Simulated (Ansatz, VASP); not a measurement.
One calculation of Sb, two programs

```xyz
1
Lattice="-1.8707 1.8707 1.8707 1.8707 -1.8707 1.8707 1.8707 1.8707 -1.8707" Properties=species:S:1:pos:R:3 pbc="T T T"
Sb    0.0000    0.0000    0.0000
```

Alike in both runs: functional PBEsol; k mesh 10 × 10 × 10; occupations gaussian, width 0.1 eV; no spin polarisation.

Ansatz relaxed the structure, and its values are those at the end. VASP's run is a single point on that final structure, the one shown.

```csv
,VASP,Ansatz
version,VASP 6.6.1,Ansatz 0.2.0
potentials or method,"VASP PAW PBE potentials, release 64 (Sb), cutoff 500 eV","scalar-relativistic, plane waves, PAW"
valence electrons in the cell,5,15
```

|  | VASP | Ansatz | Ansatz less VASP |
| --- | --- | --- | --- |
| gap on the k mesh at the Fermi level (eV) | none | none | - |
| pressure (GPa) | 0.1 | 0.1 | 0.00 |

VASP's potentials were made for PBE, not for PBEsol. A gap of «none» marks a metal or a gap that the smearing closes. VASP's potentials hold 5 valence electrons a cell and Ansatz's 15, so a difference there can come from the potentials and not from the codes.

Spin-orbit coupling is off throughout.
